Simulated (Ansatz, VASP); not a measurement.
Two plane-wave programs on Cu

Contents of INCAR:

```
SYSTEM = Cu
PREC = Accurate ; ENCUT = 700
EDIFF = 1E-6 ; ISMEAR = -1
SIGMA = 0.05 ; LREAL = .FALSE.
LASPH = .TRUE. ; NELM = 120
ALGO = Normal ; ISIF = 2
LWAVE = .FALSE. ; LCHARG = .FALSE.
GGA = PE ; NBANDS = 46
GGA_COMPAT = .FALSE.
```

Contents of KPOINTS:

```
regular mesh
0
G
  12 12 4
  0 0 0
```

The input POSCAR:

```
Cu
1.0
    2.5475245418      0.0000000000      0.0000000000
   -1.2737622710      2.2062209700      0.0000000000
    0.0000000000      0.0000000000      8.3165306817
Cu
4
Direct
    0.6666666667      0.3333333333      0.7500000000
    0.0000000000      0.0000000000      0.5000000000
    0.3333333333      0.6666666667      0.2500000000
    0.0000000000      0.0000000000      0.0000000000
```

The input input.yaml:

```yaml
crystal:
  lattice:
    - [2.5475245418, 0.0, 0.0]
    - [-1.273762271, 2.20622097, 0.0]
    - [0.0, 0.0, 8.3165306817]
  atoms:
    - { symbol: Cu, position: [0.6666666667, 0.3333333333, 0.75] }
    - { symbol: Cu, position: [0.0, 0.0, 0.5] }
    - { symbol: Cu, position: [0.3333333333, 0.6666666667, 0.25] }
    - { symbol: Cu, position: [0.0, 0.0, 0.0] }
hamiltonian:
  xc: pbe
  pseudopotentials: { kind: paw }
kpoints:
  mp_grid: { grid: [12, 12, 4] }
scf:
  occupations: { method: fermi_dirac, width: 0.05 }
output:
  forces: true
  stress: true
  eigenvalues: true
  write_density: true
  write_potential: true
  elf: true
  volumetric_format: npy
```

Alike in both runs: task single point; functional PBE; k mesh 12 × 12 × 4; occupations fermi-dirac, width 0.05 eV; no spin polarisation.

|  | VASP | Ansatz |
| --- | --- | --- |
| version | VASP 6.6.1 | Ansatz 0.2.0 |
| potentials or method | VASP PAW PBE potentials, release 64 (Cu_sv_GW) | Ansatz PAW |
| plane-wave cutoff (eV) | 700 | 420 |
| valence electrons in the cell | 76 | 76 |

```tsv
	VASP	Ansatz	Ansatz less VASP
gap on the k mesh at the Fermi level (eV)	none	none	-
pressure (GPa)	-0.7	3.6	+4.26
traceless stress, the component that is largest in VASP (GPa)	-0.32	-0.32	+0.003
```

A gap of «none» marks a metal or a gap that the smearing closes. One of these differences is far larger than is usual between the two programs; its cause wasn't traced. The functional is the same, so the differences come from potentials, cutoffs and numerics.
